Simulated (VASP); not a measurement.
# Te (P3_121) in VASP: notebook, part 2 of 3

VASP 6.6.1. Earlier steps stand in the parts before.

**3. Single point, RPBE+D4**

INCAR

```
SYSTEM = Te
PREC = Accurate
ENCUT = 520
EDIFF = 1E-6
ISMEAR = -1
SIGMA = 0.05
LREAL = .FALSE.
LASPH = .TRUE.
NELM = 80
ALGO = Normal
ISIF = 2
LWAVE = .FALSE.
LCHARG = .FALSE.
GGA = RP
IVDW = 13
NBANDS = 16
```

KPOINTS

```
Automatic mesh
0
G
  7 7 5
  0 0 0
```

POSCAR

```
Te
1.0
    4.3630765282      0.0000000000      0.0000000000
   -2.1815382641      3.7785351121      0.0000000000
    0.0000000000      0.0000000000      5.8030681080
Te
3
Direct
    0.7310000000      0.7310000000      0.0000000000
    0.0000000000      0.2690000000      0.6666666667
    0.2690000000      0.0000000000      0.3333333333
```

Potentials or basis: VASP PAW PBE potentials, release 64 (Te).

Launch:

```sh
cat potpaw_PBE.64/Te/POTCAR > POTCAR
mpirun -np 1 vasp_std > vasp.out
```

OUTCAR:

```text
SYSTEM = Te
   PREC = Accurate
   ENCUT = 520
   EDIFF = 1E-6
   ISMEAR = -1
   LREAL = .FALSE.
   LASPH = .TRUE.
   NELM = 80
   ISIF = 2
   GGA = RP
   IVDW = 13

 ion  position               nearest neighbor table
   1  0.731  0.731  0.000-   3 2.81   2 2.81   3 3.40   2 3.40   2 3.40   3 3.40
   2  0.000  0.269  0.667-   1 2.81   3 2.81   1 3.40   1 3.40   3 3.40   3 3.40
   3  0.269  0.000  0.333-   1 2.81   2 2.81   1 3.40   1 3.40   2 3.40   2 3.40

  LATTYP: Found a hexagonal cell.
 ALAT       =     4.3630765282
 C/A-ratio  =     1.3300404131

  Lattice vectors:

 A1 = (   4.3630765282,   0.0000000000,   0.0000000000)
 A2 = (  -2.1815382641,   3.7785351121,   0.0000000000)
 A3 = (   0.0000000000,   0.0000000000,   5.8030681080)

Analysis of symmetry for initial positions (statically):
=====================================================================
 Subroutine PRICEL returns:
 Original cell was already a primitive cell.

 Routine SETGRP: Setting up the symmetry group for a
 hexagonal supercell.

 Subroutine GETGRP returns: Found  6 space group operations
 (whereof  2 operations were pure point group operations)
 out of a pool of 24 trial point group operations.

The static configuration has the point symmetry C_2 .
 The point group associated with its full space group is D_3 .

Analysis of symmetry for dynamics (positions and initial velocities):
=====================================================================
 Subroutine PRICEL returns:
 Original cell was already a primitive cell.

 Routine SETGRP: Setting up the symmetry group for a
 hexagonal supercell.

 Subroutine GETGRP returns: Found  6 space group operations
 (whereof  2 operations were pure point group operations)
 out of a pool of 24 trial point group operations.

The dynamic configuration has the point symmetry C_2 .
 The point group associated with its full space group is D_3 .

 Subroutine INISYM returns: Found  6 space group operations
 (whereof  2 operations are pure point group operations),
 and found     1 'primitive' translations

----------------------------------------------------------------------------------------

                                     Primitive cell

  volume of cell :      95.6696

  direct lattice vectors                    reciprocal lattice vectors
     4.363076528  0.000000000  0.000000000     0.229196072  0.132326414  0.000000000
    -2.181538264  3.778535112  0.000000000     0.000000000  0.264652827  0.000000000
     0.000000000  0.000000000  5.803068108     0.000000000  0.000000000  0.172322637

  length of vectors
     4.363076528  4.363076528  5.803068108     0.264652827  0.264652827  0.172322637

  position of ions in fractional coordinates (direct lattice)
     0.731000000  0.731000000  0.000000000
     1.000000000  0.269000000  0.666666667
     0.269000000  0.000000000  0.333333333

  ion indices of the primitive-cell ions
   primitive index   ion index
                 1           1
                 2           2
                 3           3

----------------------------------------------------------------------------------------

 KPOINTS: Automatic mesh

Automatic generation of k-mesh.
 Grid dimensions read from file:
 generate k-points for:    7    7    5

 Generating k-lattice:

  Cartesian coordinates                     Fractional coordinates (reciprocal lattice)
     0.032742296  0.018903773  0.000000000     0.142857143  0.000000000  0.000000000
     0.000000000  0.037807547  0.000000000     0.000000000  0.142857143  0.000000000
     0.000000000  0.000000000  0.034464527     0.000000000  0.000000000  0.200000000

  Length of vectors
     0.037807547  0.037807547  0.034464527

  Shift w.r.t. Gamma in fractional coordinates (k-lattice)
     0.000000000  0.000000000  0.000000000

 Subroutine IBZKPT returns following result:
 ===========================================

 Found     32 irreducible k-points:

 Following reciprocal coordinates:
            Coordinates               Weight
  0.000000  0.000000  0.000000      1.000000
  0.142857  0.000000  0.000000      6.000000
  0.285714  0.000000  0.000000      6.000000
  0.428571  0.000000  0.000000      6.000000
  0.142857  0.142857  0.000000      6.000000
  0.285714  0.142857  0.000000     12.000000
[... 16 lines left out ...]
  0.000000  0.142857  0.400000      6.000000
  0.285714  0.000000  0.400000      6.000000
 [... further k-points ...]
   k-points           NKPTS =     32   k-points in BZ     NKDIM =     32   number of bands    NBANDS=     16
   number of dos      NEDOS =    301   number of ions     NIONS =      3
   total plane-waves  NPLWV =  49152
   dimension x,y,z NGX =    32 NGY =   32 NGZ =   48
   dimension x,y,z NGXF=    64 NGYF=   64 NGZF=   96
   ions per type =               3
   NGX,Y,Z   is equivalent  to a cutoff of  12.19, 12.19, 13.75 a.u.
   NGXF,Y,Z  is equivalent  to a cutoff of  24.39, 24.39, 27.50 a.u.
 SYSTEM =  Te
   PREC   = accura    normal or accurate (medium, high low for compatibility)
   ISTART =      0    job   : 0-new  1-cont  2-samecut
   ICHARG =      2    charge: 1-file 2-atom 10-const
   ISPIN  =      1    spin polarized calculation?
   LNONCOLLINEAR =      F non collinear calculations
   LSORBIT =      F    spin-orbit coupling
   LASPH  =      T    aspherical Exc in radial PAW
   ENCUT  =  520.0 eV  38.22 Ry    6.18 a.u.   8.11  8.11 10.79*2*pi/ulx,y,z
   NELM   =     80;   NELMIN=  2; NELMDL= -5     # of ELM steps
   EDIFF  = 0.1E-05   stopping-criterion for ELM
   LREAL  =      F    real-space projection
   EDIFFG = 0.1E-04   stopping-criterion for IOM
   NSW    =      0    number of steps for IOM
   IBRION =     -1    ionic relax: 0-MD 1-quasi-New 2-CG
   NFREE  =      0    steps in history (QN), initial steepest desc. (CG)
   ISIF   =      2    stress and relaxation
   ISYM   =      2    0-nonsym 1-usesym 2-fastsym
   POTIM  = 0.5000    time-step for ionic-motion
   TEBEG  =    0.0;   TEEND  =   0.0 temperature during run
   PSTRESS=    0.0 pullay stress
   NELECT =      18.0000    total number of electrons
   NUPDOWN=      -1.0000    fix difference up-down
   EMIN   =  10.00;   EMAX   =-10.00  energy-range for DOS
   EFERMI =   0.00;   METHOD = LEGACY
   ISMEAR =    -1;   SIGMA  =   0.05  broadening in eV -4-tet -1-fermi 0-gaus
   EFERMI_NEDOS =   21; number of points for ismear=-14 and -15
   IALGO  =     38    algorithm
   IMIX   =      4    mixing-type and parameters
     AMIX     =   0.40;   BMIX     =  1.00
     AMIX_MAG =   1.60;   BMIX_MAG =  1.00
  volume/ion in A,a.u.               =      31.89       215.20
  Fermi-wavevector in a.u.,A,eV,Ry     =   0.938082  1.772719 11.973109  0.879999
  Thomas-Fermi vector in A             =   2.065258
   LORBIT       =      0    0 simple, 1 ext, 2 COOP (PROOUT), +10 PAW based schemes
   GGA     = RP    functional components
   LHFCALC =     F    Hartree Fock is set to
   AEXX    =    0.0000 exact exchange contribution
   IVDW    =    13    specifies the selected vdW correction
   LEPSILON=     F    determine dielectric tensor
   LRPA    =     F    only Hartree local field effects (RPA)
 non-spin polarized calculation
  energy-cutoff  :      520.00
  volume of cell :       95.67
 maximum number of plane-waves:      2590
   NGX = 17   NGY = 17   NGZ = 21

 number of electron      17.9999999 magnetization

 Free energy of the ion-electron system (eV)
  ---------------------------------------------------
  ext. energy  EPLUGINS =         0.00000000
  ---------------------------------------------------
  free energy    TOTEN  =        -8.16084749 eV

  energy without entropy =       -8.16076245  energy(sigma->0) =       -8.16080497

 E-fermi :   7.0587     XC(G=0):  -9.2347

 val. band max:        6.7137281911   @ k =   0.2857   0.2857   0.4000
 cond. band min:       7.3486040894   @ k =   0.0000   0.0000   0.4000
 fundamental gap:      0.6348758983
 Fermi energy:         7.0587361982

 k-point     1 :       0.0000    0.0000    0.0000
  band No.  band energies     occupation
      1      -7.2285      2.00000
      2      -3.6171      2.00000
      3      -3.6171      2.00000
      4       3.5564      2.00000
      5       4.0209      2.00000
      6       4.0209      2.00000
[... 433 lines left out ...]
      3      -2.4679      2.00000
      4       1.9848      2.00000
      5       3.1416      2.00000
      6       3.3706      2.00000
[... 8 lines left out ...]
     15      12.8239      0.00000
     16      13.4554      0.00000

 [... further k-points ...]

------------------------ aborting loop because EDIFF is reached ----------------------------------------

  DFT-D4 for vdW energy calculation

  Edisp (eV):   -2.77970

  FORCE on cell =-STRESS in cart. coord.  units (eV):
  Direction    XX          YY          ZZ          XY          YZ          ZX
  --------------------------------------------------------------------------------------
  -------------------------------------------------------------------------------------
  Total       0.33708     0.33708     1.72889    -0.00000     0.00000     0.00000
  in kB       5.64512     5.64512    28.95368    -0.00000     0.00000     0.00000
  external pressure =       13.41 kB  Pullay stress =        0.00 kB

 VOLUME and BASIS-vectors are now :
 -----------------------------------------------------------------------------
  energy-cutoff  :      520.00
  volume of cell :       95.67
      direct lattice vectors                 reciprocal lattice vectors
     4.363076528  0.000000000  0.000000000     0.229196072  0.132326414  0.000000000
    -2.181538264  3.778535112  0.000000000     0.000000000  0.264652827  0.000000000
     0.000000000  0.000000000  5.803068108     0.000000000  0.000000000  0.172322637

 POSITION                                       TOTAL-FORCE (eV/Angst)
 -----------------------------------------------------------------------------------
      1.59470      2.76211      0.00000        -0.282079     -0.488575      0.000000
     -0.58683      1.01643      3.86871        -0.282079      0.488575      0.000000
      1.17367      0.00000      1.93436         0.564158     -0.000000      0.000000
 -----------------------------------------------------------------------------------
    total drift:                                0.000000      0.000000      0.000000

  FREE ENERGIE OF THE ION-ELECTRON SYSTEM (eV)
  ---------------------------------------------------
  free  energy   TOTEN  =       -10.9405522674 eV

  energy  without entropy=      -10.9404672252  energy(sigma->0) =      -10.94050975
```

OSZICAR:

```text
N       E                     dE             d eps       ncg     rms          rms(c)
DAV:   1     0.728308158097E+02    0.72831E+02   -0.65526E+03  1024   0.902E+02
DAV:   2    -0.366724807875E+01   -0.76498E+02   -0.72518E+02  1344   0.136E+02
DAV:   3    -0.808169444416E+01   -0.44144E+01   -0.43894E+01  1248   0.365E+01
DAV:   4    -0.815970486240E+01   -0.78010E-01   -0.77995E-01  1520   0.559E+00
DAV:   5    -0.816090270639E+01   -0.11978E-02   -0.11978E-02  1320   0.599E-01    0.138E+01
DAV:   6    -0.815647120685E+01    0.44315E-02   -0.16257E-02  1344   0.784E-01    0.865E+00
DAV:   7    -0.816093936250E+01   -0.44682E-02   -0.35482E-02  1288   0.119E+00    0.275E-01
DAV:   8    -0.816065942648E+01    0.27994E-03   -0.58526E-03  1216   0.435E-01    0.174E-01
DAV:   9    -0.816071634562E+01   -0.56919E-04   -0.19254E-04  1536   0.886E-02    0.101E-01
DAV:  10    -0.816084240853E+01   -0.12606E-03   -0.15472E-04  1184   0.731E-02    0.391E-02
DAV:  11    -0.816084510301E+01   -0.26945E-05   -0.16685E-05  1432   0.245E-02    0.140E-02
DAV:  12    -0.816084632250E+01   -0.12195E-05   -0.19703E-06  1032   0.843E-03    0.571E-03
DAV:  13    -0.816084753445E+01   -0.12119E-05   -0.25219E-06  1192   0.945E-03    0.377E-03
DAV:  14    -0.816084749010E+01    0.44349E-07   -0.56012E-08   760   0.152E-03
   1 F= -.10940552E+02 E0= -.10940510E+02  d E =-.850421E-04
```

stdout:

```text
POSCAR found type information on POSCAR Te
 POSCAR found :  1 types and       3 ions
 scaLAPACK will be used
 -----------------------------------------------------------------------------
|                                                                             |
|                                                                             |
|     You enforced a specific xc type in the INCAR file but a different       |
|     I HOPE YOU KNOW WHAT YOU ARE DOING!                                     |
|                                                                             |
 -----------------------------------------------------------------------------

 LDA part: xc-table for (Slater+PW92), standard interpolation
 POSCAR, INCAR and KPOINTS ok, starting setup
 FFT: planning ... GRIDC
 FFT: planning ... GRID_SOFT
 FFT: planning ... GRID
 WAVECAR not read
 entering main loop
```

It took 58 s on 1 thread of Intel Xeon 8259CL, shared host; peak memory 0.22 GiB.

What came out:

```yaml
Free_energy: -10.9406 eV
Pressure: 1.3 GPa
Largest_force: 0.564 eV/Å
Band_gap_on_the_k_mesh: 0.63 eV (least direct gap 0.84 eV)
Dispersion_energy_per_atom: -0.927 eV
```

Forces in eV/Å, atoms in the order of the input:
```
Te  -0.282 -0.489  0.000
Te  -0.282  0.489  0.000
Te   0.564  0.000  0.000
```

Levels at points of the mesh, in eV from the valence-band top:
| k point | band 6 | band 7 | band 8 | band 9 | band 10 | band 11 | band 12 | band 13 |
| --- | --- | --- | --- | --- | --- | --- | --- | --- |
| (0.00, 0.00, 0.00) | -2.69 | -1.68 | -1.68 | -0.82 | 1.23 | 1.23 | 1.82 | 5.03 |

Caveat: semilocal functionals underestimate gaps, and a narrow one can read as zero; the PAW data sets were made with another functional, which shifts forces and pressure a little; spin-orbit coupling is left out, which moves the levels of the heavy elements.

(Continued in part 3 of 3.)
